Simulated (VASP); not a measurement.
# In (Cmce) in VASP: single point with r2SCAN

Aim: the single point of In with r2SCAN.

All numbers are computed with VASP 6.6.1; they aren't measurements. Logs are shortened: lines on timing, memory, paths and dates and some standing lists are left out, and cuts for length are marked.

## Step 1: The cell of the first run

The typed cell holds 4 atoms: a = 6.172 Å, b = 6.172 Å, c = 4.768 Å, α = 90.00°, β = 90.00°, γ = 142.60°.

## Step 2: Single point, r2SCAN

Contents of POSCAR:

```
In
1.0
    1.9790687378     -5.8462883124      0.0000000000
    1.9790687378      5.8462883124      0.0000000000
    0.0000000000      0.0000000000      4.7684150812
In
4
Direct
    0.1334476956      0.8665523044      0.9999464566
    0.6334476956      0.3665523044      0.5000535434
    0.8665523044      0.1334476956      0.0000535434
    0.3665523044      0.6334476956      0.4999464566
```

Contents of INCAR.step1:

```
SYSTEM = In
PREC = Accurate ; ENCUT = 520
ISMEAR = 0 ; SIGMA = 0.1
LREAL = .FALSE. ; LASPH = .TRUE.
NELM = 100 ; NBANDS = 34
GGA = PE ; ALGO = Normal
EDIFF = 1E-4 ; LWAVE = .TRUE.
LCHARG = .FALSE.
```

Contents of INCAR.step2:

```
SYSTEM = In
PREC = Accurate ; ENCUT = 520
EDIFF = 1E-6 ; ISMEAR = 0
SIGMA = 0.1 ; LREAL = .FALSE.
LASPH = .TRUE. ; NELM = 100
ALGO = Normal ; ISIF = 2
LWAVE = .FALSE. ; LCHARG = .TRUE.
METAGGA = R2SCAN ; LMIXTAU = .TRUE.
LELF = .TRUE. ; LVHAR = .TRUE.
NBANDS = 34 ; ISTART = 1
```

Contents of KPOINTS:

```
regular mesh
0
G
  6 6 4
  0 0 0
```

Potentials or basis: VASP PAW PBE potentials, release 64 (In_d).

Launch:

```console
$ cat potpaw_PBE.64/In_d/POTCAR > POTCAR
$ cp INCAR.step1 INCAR
$ mpirun -np 1 vasp_std > vasp.out
$ cp INCAR.step2 INCAR
$ mpirun -np 1 vasp_std > vasp.out
```

OUTCAR:

```text
SYSTEM = In
   PREC = Accurate
   ENCUT = 520
   EDIFF = 1E-6
   ISMEAR = 0
   LREAL = .FALSE.
   LASPH = .TRUE.
   NELM = 100
   ISIF = 2
   METAGGA = R2SCAN
   ISTART = 1

 ion  position               nearest neighbor table
   1  0.133  0.867  1.000-   2 3.10   2 3.10   2 3.10   2 3.10   3 3.12   3 3.37   3 3.37   4 3.62
                             4 3.62
   2  0.633  0.367  0.500-   1 3.10   1 3.10   1 3.10   1 3.10   4 3.12   4 3.37   4 3.37   3 3.62
                             3 3.62
   3  0.867  0.133  0.000-   4 3.10   4 3.10   4 3.10   4 3.10   1 3.12   1 3.37   1 3.37   2 3.62
                             2 3.62
   4  0.367  0.633  0.500-   3 3.10   3 3.10   3 3.10   3 3.10   2 3.12   2 3.37   2 3.37   1 3.62
                             1 3.62

  LATTYP: Found a base centered orthorhombic cell.
 ALAT       =     3.9581374756
 B/A-ratio  =     2.9540602611
 C/A-ratio  =     1.2047118400

  Lattice vectors:

 A1 = (   1.9790687378,  -5.8462883124,   0.0000000000)
 A2 = (   1.9790687378,   5.8462883124,   0.0000000000)
 A3 = (   0.0000000000,   0.0000000000,   4.7684150812)

Analysis of symmetry for initial positions (statically):
=====================================================================
 Subroutine PRICEL returns:
 Original cell was already a primitive cell.

 Routine SETGRP: Setting up the symmetry group for a
 base centered orthorhombic supercell.

 Subroutine GETGRP returns: Found  8 space group operations
 (whereof  4 operations were pure point group operations)
 out of a pool of  8 trial point group operations.

The static configuration has the point symmetry C_2h.
 The point group associated with its full space group is D_2h.

Analysis of symmetry for dynamics (positions and initial velocities):
=====================================================================
 Subroutine PRICEL returns:
 Original cell was already a primitive cell.

 Routine SETGRP: Setting up the symmetry group for a
 base centered orthorhombic supercell.

 Subroutine GETGRP returns: Found  8 space group operations
 (whereof  4 operations were pure point group operations)
 out of a pool of  8 trial point group operations.

The dynamic configuration has the point symmetry C_2h.
 The point group associated with its full space group is D_2h.

 Subroutine INISYM returns: Found  8 space group operations
 (whereof  4 operations are pure point group operations),
 and found     1 'primitive' translations

----------------------------------------------------------------------------------------

                                     Primitive cell

[... 92 lines left out ...]
   ENCUT  =  520.0 eV  38.22 Ry    6.18 a.u.  11.48 11.48  8.87*2*pi/ulx,y,z
   NELM   =    100;   NELMIN=  2; NELMDL=  0     # of ELM steps
   EDIFF  = 0.1E-05   stopping-criterion for ELM
   LREAL  =      F    real-space projection
   EDIFFG = 0.1E-04   stopping-criterion for IOM
   NSW    =      0    number of steps for IOM
   IBRION =     -1    ionic relax: 0-MD 1-quasi-New 2-CG
   NFREE  =      0    steps in history (QN), initial steepest desc. (CG)
   ISIF   =      2    stress and relaxation
   ISYM   =      2    0-nonsym 1-usesym 2-fastsym
   POTIM  = 0.5000    time-step for ionic-motion
   TEBEG  =    0.0;   TEEND  =   0.0 temperature during run
   PSTRESS=    0.0 pullay stress
   NELECT =      52.0000    total number of electrons
   NUPDOWN=      -1.0000    fix difference up-down
   EMIN   =  10.00;   EMAX   =-10.00  energy-range for DOS
   EFERMI =   0.00;   METHOD = LEGACY
   ISMEAR =     0;   SIGMA  =   0.10  broadening in eV -4-tet -1-fermi 0-gaus
   EFERMI_NEDOS =   21; number of points for ismear=-14 and -15
   IALGO  =     38    algorithm
   IMIX   =      4    mixing-type and parameters
     AMIX     =   0.40;   BMIX     =  1.00
     AMIX_MAG =   1.60;   BMIX_MAG =  1.00
  volume/ion in A,a.u.               =      27.59       186.16
  Fermi-wavevector in a.u.,A,eV,Ry     =   1.273975  2.407464 22.082422  1.623012
  Thomas-Fermi vector in A             =   2.406769
   LORBIT       =      0    0 simple, 1 ext, 2 COOP (PROOUT), +10 PAW based schemes
   METAGGA = R2SCAN    functional components
   LHFCALC =     F    Hartree Fock is set to
   AEXX    =    0.0000 exact exchange contribution
   IVDW    =     0    specifies the selected vdW correction
   LEPSILON=     F    determine dielectric tensor
   LRPA    =     F    only Hartree local field effects (RPA)
 non-spin polarized calculation
 Gauss-broadening in eV      SIGMA  =   0.10
  energy-cutoff  :      520.00
  volume of cell :      110.34
 maximum number of plane-waves:      2995
 NGX is ok and might be reduce to    48
   NGX = 23   NGY = 23   NGZ = 17

 number of electron      52.0000027 magnetization

 Free energy of the ion-electron system (eV)
  ---------------------------------------------------
  ext. energy  EPLUGINS =         0.00000000
  ---------------------------------------------------
  free energy    TOTEN  =       -90.24337760 eV

  energy without entropy =      -90.23313638  energy(sigma->0) =      -90.23825699

 E-fermi :   6.9182     XC(G=0): -10.7116

 val. band max:        6.8366610070   @ k =   0.5000   0.1667   0.2500
 cond. band min:       6.9330611695   @ k =   0.3333   0.3333   0.0000
 fundamental gap:      0.0964001625
 Fermi energy:         6.9182165299

 k-point     1 :       0.0000    0.0000    0.0000
  band No.  band energies     occupation
      1      -8.6679      2.00000
      2      -8.6324      2.00000
      3      -8.5548      2.00000
      4      -8.5114      2.00000
      5      -8.4927      2.00000
      6      -8.4875      2.00000
[... 877 lines left out ...]
     33      13.0219      0.00000
     34      13.1659      0.00000

 [... further k-points ...]
[... 5 lines left out ...]
  --------------------------------------------------------------------------------------
  -------------------------------------------------------------------------------------
  Total       -0.1389427     -0.0023074      0.1154992      0.0000000      0.0000000      0.0000000
  in kB       -2.0174424     -0.0335031      1.6770436      0.0000000      0.0000000      0.0000000
  external PRESSURE =      -0.1246340 kB  Pullay stress =       0.0000000 kB

 VOLUME and BASIS-vectors are now :
 -----------------------------------------------------------------------------
  energy-cutoff  :      520.00
  volume of cell :      110.34
      direct lattice vectors                 reciprocal lattice vectors
     1.979068738 -5.846288312  0.000000000     0.252644080 -0.085524349  0.000000000
     1.979068738  5.846288312  0.000000000     0.252644080  0.085524349  0.000000000
     0.000000000  0.000000000  4.768415081     0.000000000  0.000000000  0.209713287

 POSITION                                       TOTAL-FORCE (eV/Angst)
 -----------------------------------------------------------------------------------
      1.97907      4.28594      4.76816         0.000000      0.016469      0.001701
      1.97907     -1.56035      2.38446         0.000000      0.016469     -0.001701
      1.97907     -4.28594      0.00026         0.000000     -0.016469     -0.001701
      1.97907      1.56035      2.38395         0.000000     -0.016469      0.001701
 -----------------------------------------------------------------------------------
    total drift:                                0.000000     -0.000000      0.000000

  FREE ENERGIE OF THE ION-ELECTRON SYSTEM (eV)
  ---------------------------------------------------
  free  energy   TOTEN  =       -90.2433775990 eV

  energy  without entropy=      -90.2331363828  energy(sigma->0) =      -90.23825699
```

OSZICAR.step1:

```text
N       E                     dE             d eps       ncg     rms          rms(c)
DAV:   1     0.501469263450E+03    0.50147E+03   -0.25385E+04  2652   0.210E+03
DAV:   2     0.399493219970E+02   -0.46152E+03   -0.45342E+03  2652   0.477E+02
DAV:   3    -0.822558693140E+01   -0.48175E+02   -0.47662E+02  3048   0.180E+02
DAV:   4    -0.100845072288E+02   -0.18589E+01   -0.18555E+01  3086   0.404E+01
DAV:   5    -0.101691883535E+02   -0.84681E-01   -0.84669E-01  4168   0.677E+00    0.475E+00
DAV:   6    -0.100843690748E+02    0.84819E-01   -0.18024E-01  3456   0.545E+00    0.231E+00
DAV:   7    -0.100698719141E+02    0.14497E-01   -0.64058E-02  3532   0.297E+00    0.473E-01
DAV:   8    -0.100695251042E+02    0.34681E-03   -0.74914E-03  3094   0.956E-01    0.741E-02
DAV:   9    -0.100695822335E+02   -0.57129E-04   -0.70069E-04  3150   0.284E-01
   1 F= -.10069582E+02 E0= -.10063400E+02  d E =-.123650E-01
```

Wall time 5.9 min (1 thread of Intel Xeon 6975P-C (Granite Rapids), shared host); peak memory 0.35 GiB.

What came out:

- Free energy: -90.2434 eV
- Pressure: 0.0 GPa
- Largest force: 0.017 eV/Å
- Band gap on the k mesh: zero (bands 26 and 27 overlap by 4.50 eV)

Forces in eV/Å, atoms in the order of the input:
```
In   0.000  0.016  0.002
In   0.000  0.016 -0.002
In   0.000 -0.016 -0.002
In   0.000 -0.016  0.002
```

Stress tensor (GPa, compression positive):
```
-0.20  0.00  0.00
 0.00  0.00  0.00
 0.00  0.00  0.17
```

Caveat: the PAW data sets were made with another functional, which shifts forces and pressure a little; spin-orbit coupling is left out, which moves the levels of the heavy elements.

The gap in the log of VASP goes by the Fermi energy; the results here count the filled bands.